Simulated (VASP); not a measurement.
Set up this calculation in VASP 6.6.1, as the native input.

```yaml
Task: single point
Functional: PBE
Potentials_or_basis: VASP PAW PBE potentials, release 64 (B, N)
Cutoff: 520 eV
k_mesh: 12 × 12 × 12
Occupations: gaussian, width 0.05 eV
Spin: no spin polarisation
Dipole_correction: no
Further_INCAR_settings: ALGO = Normal; EDIFF = 1e-07; NBANDS = 11
```

The structure of BN lies in POSCAR:

```
BN
1.0
    0.0000000000      1.6957825830      1.9615761515
    1.9615761515      0.0000000000      1.9615761515
    1.9615761515      1.6957825830      0.0000000000
B N
1 1
Direct
    0.0000000000      0.0000000000      0.0000000000
    0.7500000000      0.7500000000      0.7500000000
```

This cell differs from its parent crystal: volume 6.525 Å^3 an atom, c/a of the conventional cell 0.8645.

These files were run (other wordings do the same):

INCAR

```
SYSTEM = BN
ALGO     = Normal         ! electronic algorithm
EDIFF    = 1E-7           ! SCF threshold, eV
ENCUT    = 520            ! plane-wave cutoff, eV
GGA      = PE             ! functional
ISIF     = 2              ! what is computed and relaxed
ISMEAR   = 0              ! smearing method
LASPH    = .TRUE.         ! aspherical terms in the spheres
LCHARG   = .FALSE.        ! write CHGCAR
LREAL    = .FALSE.        ! projectors in reciprocal space
LWAVE    = .FALSE.        ! write WAVECAR
NBANDS   = 11             ! bands
NELM     = 100            ! most SCF steps
PREC     = Accurate       ! precision mode
SIGMA    = 0.05           ! smearing width, eV
```

KPOINTS

```
k-points
0
G
  12 12 12
  0 0 0
```

Potentials or basis: VASP PAW PBE potentials, release 64 (B, N).

Launch:

```sh
$ cat potpaw_PBE.64/B/POTCAR potpaw_PBE.64/N/POTCAR > POTCAR
$ mpirun -np 1 vasp_std > vasp.out
```

Results of the run:

The pressure is -29.0 GPa and the band gap on the k mesh is 2.37 eV, indirect (least direct gap 7.14 eV).

It took 54 s on 1 thread of AMD EPYC 7R13, on a shared host, peak memory 0.11 GiB.
